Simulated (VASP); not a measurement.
# SiC23: single point with PBE

SiC23, a wire with vacuum:

```
C Si
1.0
     7.36851    0.00000    0.00000
    -1.22809    8.78520    0.00000
     0.00000    0.00000   26.87938
C Si
23 1
Direct
  0.01303 0.07817 0.37203
  0.34636 0.07817 0.37203
  0.67969 0.07817 0.37203
  0.18295 0.09771 0.39763
  0.51628 0.09771 0.39763
  0.84962 0.09771 0.39763
  0.18946 0.13679 0.44881
  0.52280 0.13679 0.44881
  0.85613 0.13679 0.44881
  0.02606 0.15633 0.47441
  0.35939 0.15633 0.47441
  0.69272 0.15633 0.47441
  0.03284 0.19619 0.52648
  0.36589 0.19620 0.52647
  0.69925 0.19546 0.52553
  0.20272 0.21632 0.55272
  0.53764 0.21513 0.55116
  0.86740 0.21510 0.55117
  0.20955 0.25746 0.60624
  0.53506 0.25446 0.60245
  0.88307 0.25437 0.60247
  0.03952 0.27290 0.62639
  0.38477 0.27293 0.62637
  0.71575 0.29467 0.65562
```

```
Program                : VASP 6.6.1
Task                   : single point
Functional             : PBE
Potentials or basis    : VASP PAW PBE potentials, release 64 (C, Si)
Cutoff                 : 520 eV
k mesh                 : 4 × 3 × 1
Occupations            : gaussian, width 0.1 eV
Spin                   : no spin polarisation
Dipole correction      : yes
Further INCAR settings : LREAL = Auto; ALGO = Normal; EDIFF = 1e-06; NBANDS = 66
```

```yaml
Largest_force: 3.208 eV/Å
Band_gap_on_the_k_mesh: zero (bands 48 and 49 overlap by 0.09 eV)
```

Forces on the atoms (eV/Å):
```
C   -0.074  0.438  1.798
C    0.075  0.442  1.796
C   -0.005  0.434  1.762
C    0.006 -0.759 -3.047
C   -0.076 -0.767 -3.106
C    0.072 -0.772 -3.113
C   -0.006  0.300  1.209
C   -0.139  0.329  1.306
C    0.132  0.327  1.302
C    0.076  0.043  0.159
C   -0.075  0.042  0.154
C    0.000 -0.091 -0.380
C   -0.005  0.001  0.009
C   -0.002 -0.002  0.009
C    0.001  0.005  0.006
C    0.001 -0.001 -0.005
C    0.010 -0.002  0.001
C   -0.004 -0.004  0.000
C    0.003  0.014  0.049
C    0.062  0.007  0.033
C   -0.054  0.009  0.038
C    0.027  0.003  0.016
C   -0.029  0.007  0.027
Si   0.002 -0.004 -0.022
```

Levels at points of the mesh, in eV from the Fermi level:
```csv
k point,band 45,band 46,band 47,band 48,band 49,band 50,band 51,band 52
"(0.00, 0.00, 0.00)",-0.47,-0.19,-0.18,-0.12,-0.04,0.18,0.35,1.55
"(0.50, 0.00, 0.00)",-1.64,-0.69,-0.30,0.04,0.05,0.79,0.93,1.39
```

It took 51 min on 1 thread of Intel(R) Xeon(R) Platinum 8488C (Sapphire Rapids) (shared host), peak memory 1.6 GiB.
